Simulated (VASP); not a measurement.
# Sn in VASP: notebook

Sn is run at these levels: r2SCAN; tasks: single point.

All numbers are computed with VASP 6.6.1; they aren't measurements. Logs are shortened: lines on timing, memory, paths and dates and some standing lists are left out, and cuts for length are marked.

## Step 1: The cell of the first run

It takes space group Im-3m (No. 229, cubic). The conventional cell has a = 3.789 Å, b = 3.789 Å, c = 3.789 Å, α = 90.00°, β = 90.00°, γ = 90.00°. Sn (site symmetry m-3m) has 14 Sn at 3.28 to 3.79 Å within 4.3 Å.

This isn't the form of Sn at room conditions, which is tetragonal (white tin).

## Step 2: Single point, r2SCAN

Contents of POSCAR:

```
Sn
1.0
   -1.8946520000      1.8946520000      1.8946520000
    1.8946520000     -1.8946520000      1.8946520000
    1.8946520000      1.8946520000     -1.8946520000
Sn
1
Direct
    0.0000000000      0.0000000000      0.0000000000
```

Contents of INCAR.step1:

```
ALGO = Normal ; EDIFF = 1E-4
ENCUT = 520 ; GGA = PE
ISMEAR = -1 ; LASPH = T
LCHARG = F ; LREAL = F
LWAVE = T ; NBANDS = 13
NELM = 100 ; PREC = Accurate
SIGMA = 0.05
```

Contents of INCAR.step2:

```
ALGO = Normal ; EDIFF = 1E-6
ENCUT = 520 ; ISIF = 2
ISMEAR = -1 ; ISTART = 1
LASPH = T ; LCHARG = F
LMIXTAU = T ; LREAL = F
LWAVE = F ; METAGGA = R2SCAN
NBANDS = 13 ; NELM = 100
PREC = Accurate ; SIGMA = 0.05
```

Contents of KPOINTS:

```
k-points
0
Gamma
  13 13 13
```

Potentials or basis: VASP PAW PBE potentials, release 64 (Sn_d).

Launch:

```sh
$ cat potpaw_PBE.64/Sn_d/POTCAR > POTCAR
$ cp INCAR.step1 INCAR
$ mpirun -np 1 vasp_std > vasp.out
$ cp INCAR.step2 INCAR
$ mpirun -np 1 vasp_std > vasp.out
```

OUTCAR:

```text
EDIFF = 1E-6
   ENCUT = 520
   ISIF = 2
   ISMEAR = -1
   ISTART = 1
   LASPH = T
   LREAL = F
   METAGGA = R2SCAN
   NELM = 100
   PREC = Accurate

 ion  position               nearest neighbor table
   1  0.000  0.000  0.000-

  LATTYP: Found a body centered cubic cell.
 ALAT       =     3.7893040000

  Lattice vectors:

 A1 = (  -1.8946520000,   1.8946520000,   1.8946520000)
 A2 = (   1.8946520000,  -1.8946520000,   1.8946520000)
 A3 = (   1.8946520000,   1.8946520000,  -1.8946520000)

Analysis of symmetry for initial positions (statically):
=====================================================================
 Subroutine PRICEL returns:
 Original cell was already a primitive cell.

 Routine SETGRP: Setting up the symmetry group for a
 body centered cubic supercell.

 Subroutine GETGRP returns: Found 48 space group operations
 (whereof 48 operations were pure point group operations)
 out of a pool of 48 trial point group operations.

The static configuration has the point symmetry O_h .

Analysis of symmetry for dynamics (positions and initial velocities):
=====================================================================
 Subroutine PRICEL returns:
 Original cell was already a primitive cell.

 Routine SETGRP: Setting up the symmetry group for a
 body centered cubic supercell.

 Subroutine GETGRP returns: Found 48 space group operations
 (whereof 48 operations were pure point group operations)
 out of a pool of 48 trial point group operations.

The dynamic configuration has the point symmetry O_h .

 Subroutine INISYM returns: Found 48 space group operations
 (whereof 48 operations are pure point group operations),
 and found     1 'primitive' translations

----------------------------------------------------------------------------------------

                                     Primitive cell

  volume of cell :      27.2050

  direct lattice vectors                    reciprocal lattice vectors
    -1.894652000  1.894652000  1.894652000     0.000000000  0.263900706  0.263900706
     1.894652000 -1.894652000  1.894652000     0.263900706  0.000000000  0.263900706
     1.894652000  1.894652000 -1.894652000     0.263900706  0.263900706  0.000000000

  length of vectors
     3.281633527  3.281633527  3.281633527     0.373211957  0.373211957  0.373211957

  position of ions in fractional coordinates (direct lattice)
     0.000000000  0.000000000  0.000000000

  ion indices of the primitive-cell ions
   primitive index   ion index
                 1           1

----------------------------------------------------------------------------------------

 KPOINTS: k-points

Automatic generation of k-mesh.
 Grid dimensions read from file:
 generate k-points for:   13   13   13

 Generating k-lattice:

  Cartesian coordinates                     Fractional coordinates (reciprocal lattice)
     0.000000000  0.020300054  0.020300054     0.076923077  0.000000000  0.000000000
     0.020300054  0.000000000  0.020300054     0.000000000  0.076923077  0.000000000
     0.020300054  0.020300054  0.000000000     0.000000000  0.000000000  0.076923077

  Length of vectors
     0.028708612  0.028708612  0.028708612

  Shift w.r.t. Gamma in fractional coordinates (k-lattice)
     0.000000000  0.000000000  0.000000000

 Subroutine IBZKPT returns following result:
 ===========================================

 Found     84 irreducible k-points:

 Following reciprocal coordinates:
            Coordinates               Weight
  0.000000  0.000000  0.000000      1.000000
  0.076923  0.000000  0.000000     12.000000
  0.153846  0.000000  0.000000     12.000000
  0.230769  0.000000  0.000000     12.000000
  0.307692  0.000000  0.000000     12.000000
  0.384615  0.000000  0.000000     12.000000
[... 16 lines left out ...]
  0.153846  0.076923  0.076923     24.000000
  0.230769  0.076923  0.076923     24.000000
 [... further k-points ...]
   k-points           NKPTS =     84   k-points in BZ     NKDIM =     84   number of bands    NBANDS=     13
   number of dos      NEDOS =    301   number of ions     NIONS =      1
   total plane-waves  NPLWV =  13824
   dimension x,y,z NGX =    24 NGY =   24 NGZ =   24
   dimension x,y,z NGXF=    48 NGYF=   48 NGZF=   48
   ions per type =               1
   NGX,Y,Z   is equivalent  to a cutoff of  12.16, 12.16, 12.16 a.u.
   NGXF,Y,Z  is equivalent  to a cutoff of  24.32, 24.32, 24.32 a.u.
 SYSTEM =  unknown system
   PREC   = accura    normal or accurate (medium, high low for compatibility)
   ISTART =      1    job   : 0-new  1-cont  2-samecut
   ICHARG =      0    charge: 1-file 2-atom 10-const
   ISPIN  =      1    spin polarized calculation?
   LNONCOLLINEAR =      F non collinear calculations
   LSORBIT =      F    spin-orbit coupling
   LASPH  =      T    aspherical Exc in radial PAW
   ENCUT  =  520.0 eV  38.22 Ry    6.18 a.u.   6.10  6.10  6.10*2*pi/ulx,y,z
   NELM   =    100;   NELMIN=  2; NELMDL=  0     # of ELM steps
   EDIFF  = 0.1E-05   stopping-criterion for ELM
   LREAL  =      F    real-space projection
   EDIFFG = 0.1E-04   stopping-criterion for IOM
   NSW    =      0    number of steps for IOM
   IBRION =     -1    ionic relax: 0-MD 1-quasi-New 2-CG
   NFREE  =      0    steps in history (QN), initial steepest desc. (CG)
   ISIF   =      2    stress and relaxation
   ISYM   =      2    0-nonsym 1-usesym 2-fastsym
   POTIM  = 0.5000    time-step for ionic-motion
   TEBEG  =    0.0;   TEEND  =   0.0 temperature during run
   PSTRESS=    0.0 pullay stress
   NELECT =      14.0000    total number of electrons
   NUPDOWN=      -1.0000    fix difference up-down
   EMIN   =  10.00;   EMAX   =-10.00  energy-range for DOS
   EFERMI =   0.00;   METHOD = LEGACY
   ISMEAR =    -1;   SIGMA  =   0.05  broadening in eV -4-tet -1-fermi 0-gaus
   EFERMI_NEDOS =   21; number of points for ismear=-14 and -15
   IALGO  =     38    algorithm
   IMIX   =      4    mixing-type and parameters
     AMIX     =   0.40;   BMIX     =  1.00
     AMIX_MAG =   1.60;   BMIX_MAG =  1.00
  volume/ion in A,a.u.               =      27.20       183.59
  Fermi-wavevector in a.u.,A,eV,Ry     =   1.311902  2.479135 23.416808  1.721087
  Thomas-Fermi vector in A             =   2.442331
   LORBIT       =      0    0 simple, 1 ext, 2 COOP (PROOUT), +10 PAW based schemes
   METAGGA = R2SCAN    functional components
   LHFCALC =     F    Hartree Fock is set to
   AEXX    =    0.0000 exact exchange contribution
   IVDW    =     0    specifies the selected vdW correction
   LEPSILON=     F    determine dielectric tensor
   LRPA    =     F    only Hartree local field effects (RPA)
 non-spin polarized calculation
  energy-cutoff  :      520.00
  volume of cell :       27.20
 maximum number of plane-waves:       745
   NGX = 13   NGY = 13   NGZ = 13

 number of electron      13.9999996 magnetization

 Free energy of the ion-electron system (eV)
  ---------------------------------------------------
  ext. energy  EPLUGINS =         0.00000000
  ---------------------------------------------------
  free energy    TOTEN  =       -24.50032302 eV

  energy without entropy =      -24.49378056  energy(sigma->0) =      -24.49705179

 E-fermi :   7.9744     XC(G=0): -11.2554

 val. band max:        7.9576721527   @ k =   0.2308   0.1538   0.0000
 cond. band min:       7.9815451667   @ k =   0.3077   0.1538   0.1538
 fundamental gap:      0.0238730140
 Fermi energy:         7.9743994200

 k-point     1 :       0.0000    0.0000    0.0000
  band No.  band energies     occupation
      1     -14.2426      2.00000
      2     -14.2425      2.00000
      3     -14.2425      2.00000
      4     -14.0903      2.00000
      5     -14.0903      2.00000
      6      -3.6218      2.00000
      7      16.4457      0.00000
      8      16.4457      0.00000
      9      16.4457      0.00000
     10      20.9331      0.00000
     11      20.9332      0.00000
     12      20.9332      0.00000
     13      21.2380      0.00000

 k-point     2 :       0.0769    0.0000    0.0000
  band No.  band energies     occupation
      1     -14.2454      2.00000
      2     -14.2384      2.00000
      3     -14.2292      2.00000
      4     -14.0935      2.00000
      5     -14.0908      2.00000
      6      -3.4854      2.00000
      7      15.2855      0.00000
      8      15.8890      0.00000
      9      16.2751      0.00000
     10      19.5902      0.00000
     11      19.7900      0.00000
     12      20.6603      0.00000
     13      22.0269      0.00000

 k-point     3 :       0.1538    0.0000    0.0000
  band No.  band energies     occupation
      1     -14.2534      2.00000
      2     -14.2281      2.00000
      3     -14.1915      2.00000
      4     -14.1016      2.00000
      5     -14.0921      2.00000
      6      -3.0754      2.00000
      7      12.8819      0.00000
      8      14.7855      0.00000
      9      15.7977      0.00000
     10      18.5309      0.00000
     11      18.7350      0.00000
     12      20.5681      0.00000
     13      22.4825      0.00000

 k-point     4 :       0.2308    0.0000    0.0000
  band No.  band energies     occupation
      1     -14.2646      2.00000
      2     -14.2178      2.00000
      3     -14.1380      2.00000
      4     -14.1094      2.00000
      5     -14.0939      2.00000
      6      -2.3913      2.00000
      7      10.2809      0.00000
      8      13.6822      0.00000
      9      15.1674      0.00000
     10      17.7411      0.00000
     11      17.8995      0.00000
     12      20.9720      0.00000
     13      22.9712      0.00000

 k-point     5 :       0.3077    0.0000    0.0000
  band No.  band energies     occupation
      1     -14.2764      2.00000
      2     -14.2149      2.00000
      3     -14.1107      2.00000
      4     -14.0958      2.00000
      5     -14.0804      2.00000
      6      -1.4374      2.00000
      7       7.7971      1.94389
      8      12.7717      0.00000
      9      14.5727      0.00000
     10      17.1667      0.00000
     11      17.2794      0.00000
     12      21.7714      0.00000
     13      23.5717      0.00000
[... 257 lines left out ...]
 k-point    22 :       0.0769    0.0769    0.0769
  band No.  band energies     occupation
      1     -14.2452      2.00000
      2     -14.2452      2.00000
      3     -14.1620      2.00000
      4     -14.0982      2.00000
      5     -14.0982      2.00000
      6      -2.8015      2.00000
      7      12.1193      0.00000
      8      14.0629      0.00000
      9      14.0629      0.00000
     10      19.5545      0.00000
     11      19.5545      0.00000
     12      21.6993      0.00000
     13      22.5638      0.00000

 k-point    23 :       0.1538    0.0769    0.0769
  band No.  band energies     occupation
      1     -14.2561      2.00000
      2     -14.2336      2.00000
      3     -14.1180      2.00000
      4     -14.1049      2.00000
      5     -14.0974      2.00000
      6      -2.1179      2.00000
      7      10.1349      0.00000
      8      12.3646      0.00000
      9      13.2296      0.00000
     10      19.6477      0.00000
     11      19.7852      0.00000
     12      21.6765      0.00000
     13      23.1303      0.00000

 k-point    24 :       0.2308    0.0769    0.0769
  band No.  band energies     occupation
      1     -14.2669      2.00000
      2     -14.2207      2.00000
      3     -14.1092      2.00000
      4     -14.0973      2.00000
      5     -14.0750      2.00000
      6      -1.1676      2.00000
      7       7.9070      1.58785
      8      11.2388      0.00000
      9      12.5491      0.00000
     10      19.2790      0.00000
     11      19.6058      0.00000
     12      22.1806      0.00000
     13      23.7710      0.00000

 [... further k-points ...]

------------------------ aborting loop because EDIFF is reached ----------------------------------------

  FORCE on cell =-STRESS in cart. coord.  units (eV):
  Direction    XX          YY          ZZ          XY          YZ          ZX
  --------------------------------------------------------------------------------------
  -------------------------------------------------------------------------------------
  Total       -0.0591155     -0.0591155     -0.0591155     -0.0000000      0.0000000     -0.0000000
  in kB       -3.4814766     -3.4814766     -3.4814766     -0.0000000      0.0000000     -0.0000000
  external PRESSURE =      -3.4814766 kB  Pullay stress =       0.0000000 kB

 VOLUME and BASIS-vectors are now :
 -----------------------------------------------------------------------------
  energy-cutoff  :      520.00
  volume of cell :       27.20
      direct lattice vectors                 reciprocal lattice vectors
    -1.894652000  1.894652000  1.894652000     0.000000000  0.263900706  0.263900706
     1.894652000 -1.894652000  1.894652000     0.263900706  0.000000000  0.263900706
     1.894652000  1.894652000 -1.894652000     0.263900706  0.263900706  0.000000000

 POSITION                                       TOTAL-FORCE (eV/Angst)
 -----------------------------------------------------------------------------------
      0.00000      0.00000      0.00000         0.000000      0.000000     -0.000000
 -----------------------------------------------------------------------------------
    total drift:                                0.000000      0.000000      0.000000

  FREE ENERGIE OF THE ION-ELECTRON SYSTEM (eV)
  ---------------------------------------------------
  free  energy   TOTEN  =       -24.5003230181 eV

  energy  without entropy=      -24.4937805599  energy(sigma->0) =      -24.49705179
```

Run time: 63 s. Hardware: 1 thread of AMD EPYC 9R45 (Zen 5), shared host; peak memory 0.13 GiB.

Results:

- Free energy: -24.5003 eV
- Pressure: -0.3 GPa
- Band gap on the k mesh: zero (bands 7 and 8 overlap by 10.91 eV)

Caveat: the PAW data sets were made with another functional, which shifts forces and pressure a little; spin-orbit coupling is left out, which moves the levels of the heavy elements.

## Step 3: Single point, r2SCAN

This run uses another cell than the first one, of 26.66 Å³/atom.

Contents of POSCAR:

```
Sn
1.0
   -1.8757054800      1.8757054800      1.8946520000
    1.8757054800     -1.8757054800      1.8946520000
    1.8757054800      1.8757054800     -1.8946520000
Sn
1
Direct
    0.0000000000      0.0000000000      0.0000000000
```

Contents of INCAR.step1:

```
SYSTEM = Sn
PREC = Accurate
ENCUT = 520
ISMEAR = -1
SIGMA = 0.05
LREAL = .FALSE.
LASPH = .TRUE.
NELM = 80
NBANDS = 13
GGA = PE
ALGO = Normal
EDIFF = 1E-4
LWAVE = .TRUE.
LCHARG = .FALSE.
```

Contents of INCAR.step2:

```
SYSTEM = Sn
PREC = Accurate
ENCUT = 520
EDIFF = 1E-7
ISMEAR = -1
SIGMA = 0.05
LREAL = .FALSE.
LASPH = .TRUE.
NELM = 80
ALGO = Normal
ISIF = 2
LWAVE = .FALSE.
LCHARG = .FALSE.
METAGGA = R2SCAN
LMIXTAU = .TRUE.
NBANDS = 13
ISTART = 1
```

Contents of KPOINTS:

```
regular mesh
0
G
  13 13 13
  0 0 0
```

Potentials or basis: VASP PAW PBE potentials, release 64 (Sn_d).

Launch:

```sh
$ cat potpaw_PBE.64/Sn_d/POTCAR > POTCAR
$ cp INCAR.step1 INCAR
$ mpirun -np 1 vasp_std > vasp.out
$ cp INCAR.step2 INCAR
$ mpirun -np 1 vasp_std > vasp.out
```

It took 2.3 min on 1 thread of AMD EPYC 9R45 (Zen 5), shared host; peak memory 0.16 GiB.

The run converged. Its results:

| Property | Result |
| --- | --- |
| Free energy | -24.4999 eV |
| Pressure | 0.7 GPa |
| Band gap on the k mesh | zero (bands 7 and 8 overlap by 11.13 eV) |

Stress tensor (GPa, compression positive):
```
0.42 0.00 0.00
0.00 0.42 0.00
0.00 0.00 1.14
```

Levels at points of the mesh, in eV from the Fermi level:
```
           k point  band 5  band 6  band 7  band 8  band 9  band 10
(0.00, 0.00, 0.00)  -22.07  -11.76    8.62    8.69    8.69    12.89
```

Caveat: the PAW data sets were made with another functional, which shifts forces and pressure a little; spin-orbit coupling is left out, which moves the levels of the heavy elements.

(Continued in part 2 of 2.)
